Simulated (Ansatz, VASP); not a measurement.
**C9F in VASP and in Ansatz**

The input INCAR:

```
SYSTEM = C9F
  ALGO = Normal
  DIPOL = 0.5 0.5 0.453
  EDIFF = 1E-6
  ENCUT = 520
  GGA = PE
  IDIPOL = 3
  ISIF = 2
  ISMEAR = 0
  IVDW = 12
  LASPH = .TRUE.
  LCHARG = .TRUE.
  LDIPOL = .TRUE.
  LELF = .TRUE.
  LREAL = Auto
  LVACPOTAV = .TRUE.
  LVHAR = .TRUE.
  LWAVE = .FALSE.
  NBANDS = 59
  NELM = 80
  PREC = Accurate
  SIGMA = 0.05
```

File KPOINTS:

```
k-points
0
G
  3 3 1
  0 0 0
```

The input POSCAR:

```
C9F
1.0
    7.3951485247      0.0000000000      0.0000000000
   -3.6975742623      6.4043864871      0.0000000000
    0.0000000000      0.0000000000     18.2821100066
C F
18 2
Direct
    0.5555555556      0.4444444444      0.4375862522
    0.5557109120      0.7778882122      0.4377161727
    0.5557113323      0.1111823949      0.4377308307
    0.8889660975      0.4444091556      0.4377639271
    0.8889857087      0.7778727352      0.4377147530
    0.8889666959      0.1111460082      0.4367981630
    0.2222169438      0.4443215651      0.4372914243
    0.2222152491      0.7777501614      0.4380452722
    0.2222099564      0.1112542366      0.4372455823
    0.4443856916      0.2222367881      0.4375445478
    0.4443908843      0.5555047701      0.4375692871
    0.4445426195      0.8889468425      0.4379342770
    0.7778774939      0.2221414978      0.4373612579
    0.7778686782      0.5555754014      0.4377811246
    0.7778951324      0.8890796834      0.4373133125
    0.1111072928      0.2222296991      0.4367091997
    0.1110973359      0.5554749652      0.4378469370
    0.1111323954      0.8889557142      0.4377921208
    0.0017803885      0.0505890134      0.5889388164
    0.0011014970      0.2717626541      0.5902853046
```

Input for Ansatz:

```yaml
crystal:
  lattice:
    - [7.3951485247, 0.0, 0.0]
    - [-3.6975742623, 6.4043864871, 0.0]
    - [0.0, 0.0, 18.2821100066]
  atoms:
    - { symbol: C, position: [0.5555555556, 0.4444444444, 0.4375862522] }
    - { symbol: C, position: [0.555710912, 0.7778882122, 0.4377161727] }
    - { symbol: C, position: [0.5557113323, 0.1111823949, 0.4377308307] }
    - { symbol: C, position: [0.8889660975, 0.4444091556, 0.4377639271] }
    - { symbol: C, position: [0.8889857087, 0.7778727352, 0.437714753] }
    - { symbol: C, position: [0.8889666959, 0.1111460082, 0.436798163] }
    - { symbol: C, position: [0.2222169438, 0.4443215651, 0.4372914243] }
    - { symbol: C, position: [0.2222152491, 0.7777501614, 0.4380452722] }
    - { symbol: C, position: [0.2222099564, 0.1112542366, 0.4372455823] }
    - { symbol: C, position: [0.4443856916, 0.2222367881, 0.4375445478] }
    - { symbol: C, position: [0.4443908843, 0.5555047701, 0.4375692871] }
    - { symbol: C, position: [0.4445426195, 0.8889468425, 0.437934277] }
    - { symbol: C, position: [0.7778774939, 0.2221414978, 0.4373612579] }
    - { symbol: C, position: [0.7778686782, 0.5555754014, 0.4377811246] }
    - { symbol: C, position: [0.7778951324, 0.8890796834, 0.4373133125] }
    - { symbol: C, position: [0.1111072928, 0.2222296991, 0.4367091997] }
    - { symbol: C, position: [0.1110973359, 0.5554749652, 0.437846937] }
    - { symbol: C, position: [0.1111323954, 0.8889557142, 0.4377921208] }
    - { symbol: F, position: [0.0017803885, 0.0505890134, 0.5889388164] }
    - { symbol: F, position: [0.001101497, 0.2717626541, 0.5902853046] }
basis:
  ecutwfc: 420
kpoints:
  mp_grid: { grid: [3, 3, 1] }
hamiltonian:
  xc: pbe
  dispersion: d3bj
scf:
  occupations: { method: gaussian, width: 0.05 }
output:
  forces: true
  eigenvalues: true
  write_density: true
  volumetric_format: npy
efield:
  axis: 3
  dipole_correction: true
  ramp_width: 0.04
```

Alike in both runs: task single point; functional PBE; dispersion D3(BJ); k mesh 3 × 3 × 1; occupations gaussian, width 0.05 eV; no spin polarisation.

|  | VASP | Ansatz |
| --- | --- | --- |
| version | VASP 6.6.1 | Ansatz 0.2.0 |
| potentials or method | VASP PAW PBE potentials, release 64 (C, F), cutoff 520 eV | scalar-relativistic, plane waves, PAW |
| valence electrons in the cell | 86 | 86 |

```csv
,VASP,Ansatz,Ansatz less VASP
gap on the k mesh at the Fermi level (eV),none,none,-
rms of the force components (eV/Å),0.010,0.007,-0.0030
"work function, face that differs most (eV)",6.94,6.92,-0.016
```

Atom by atom the forces differ by 0.011 eV/Å (rms over components). A gap of «none» marks a metal or a gap that the smearing closes.
